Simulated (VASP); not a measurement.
Runs of VASP 6.6.1 on Hf. The structure is that of space group Pm-3m (No. 221), or close to it. The cells are those of the table. 

```tsv
task	spin	cell	k mesh	cutoff (eV)	gap on the mesh (eV)	pressure (GPa)
single point	off	a = 2.706 Å, 1 atom	13 × 13 × 13	520	none	14.6
single point	off	a = 2.824 Å, 1 atom	13 × 13 × 13	520	none	(b)
single point	off	a = 2.824 Å, 1 atom	18 × 18 × 18	520	none	0.1
single point	off	a = 2.933 Å, 1 atom	13 × 13 × 13	520	none	-7.9
single point	non-collinear, zero start, SOC	a = 2.824 Å, 1 atom	11 × 11 × 11	520	-	(a)
single point	off	a = 2.747 Å, 1 atom	13 × 13 × 13	520	none	8.9
single point	off	a = 2.786 Å, 1 atom	13 × 13 × 13	520	none	4.2
relaxation of cell and atoms	off	relaxed from a = 2.891 Å, 1 atom	11 × 11 × 11	600	none	0.0
```

Alike in all rows: level LDA; potentials or basis VASP PAW LDA potentials, release 64 (Hf_pv); smearing fermi-dirac 0.1 eV.

**Question.** Estimate the missing entries.

**Answer.** (a) -0.4; (b) 0.2.

Caveats: spin-orbit coupling is left out, which moves the levels of the heavy elements (some runs).

A k mesh can miss the band edges, and rows without SOC leave out spin-orbit coupling on Hf.

A gap of «none» marks levels without a gap at the run's occupations.
